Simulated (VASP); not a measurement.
Ru:

```
CELL_PARAMETERS angstrom
2.68000 0.00000 0.00000
-1.34000 2.32095 0.00000
0.00000 0.00000 4.37644
ATOMIC_POSITIONS crystal
Ru 0.33333 0.66667 0.25000
Ru 0.66667 0.33333 0.75000
```

| Property | Result |
| --- | --- |
| Program | VASP 6.6.1 |
| Task | relaxation of cell and atoms |
| Functional | revPBE |
| Potentials or basis | VASP PAW PBE potentials, release 64 (Ru_pv) |
| Cutoff | 600 eV |
| k mesh | 7 × 7 × 4 |
| Occupations | fermi-dirac, width 0.1 eV |
| Spin | no spin polarisation |

At the start: pressure 7.7 GPa; volume 13.61 Å³/atom.

Where does the relaxation end?

Over 8 steps the energy falls by 30.4 meV/atom and the volume is 13.94 Å³/atom (+2.4 %); space group P6_3/mmc (No. 194, to 0.05 Å).

The path:
```
step  energy change (eV)  largest force (eV/Å)  pressure (GPa)  volume (Å³)
   1              0.0000                0.0000            7.66        27.22
   2              0.0618                0.0000          -16.32        29.81
   3             -0.0514                0.0000           -3.69        28.23
   4             -0.0450                0.0000            4.32        27.53
   5             -0.0606                0.0000           -0.44        27.93
   6             -0.0606                0.0000           -0.37        27.92
   7             -0.0606                0.0000            0.51        27.84
   8             -0.0607                0.0000            0.04        27.88
```

Final structure:
```
Ru
1.0
     2.74175    0.00000    0.00000
    -1.37088    2.37443    0.00000
     0.00000    0.00000    4.28278
Ru
2
Direct
  0.33333 0.66667 0.25000
  0.66667 0.33333 0.75000
```

Caveat: the k points lie up to 0.38 Å⁻¹ apart in the final cell; the PAW data sets were made with another functional, which shifts forces and pressure a little.
